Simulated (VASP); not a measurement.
Input of a VASP 6.6.1 run:

The input INCAR:

```
ALGO = Normal
EDIFF = 1E-6
ENCUT = 520
ISIF = 2
ISMEAR = -1
LASPH = T
LCHARG = F
LREAL = F
LWAVE = F
NBANDS = 16
NELM = 80
PREC = Accurate
SIGMA = 0.05
```

File KPOINTS:

```
k-points
0
Gamma
  8 8 8
```

The input POSCAR:

```
CdSe
1.0
    0.0000000000      2.8152893338      2.8152893338
    2.8152893338      0.0000000000      2.8152893338
    2.8152893338      2.8152893338      0.0000000000
Cd Se
1 1
Direct
    0.0000000000      0.0000000000      0.0000000000
    0.5000000000      0.5000000000      0.5000000000
```

Potentials or basis: VASP PAW LDA potentials, release 64 (Cd, Se).

Command:

```sh
$ cat potpaw_LDA.64/Cd/POTCAR potpaw_LDA.64/Se/POTCAR > POTCAR
$ mpirun -np 1 vasp_std > vasp.out
```

Estimate the pressure.

-2.0 GPa.

Estimate the band gap on the k mesh.

zero (band 9 reaches 2.75 eV, above the bottom of band 10 at 2.09 eV).
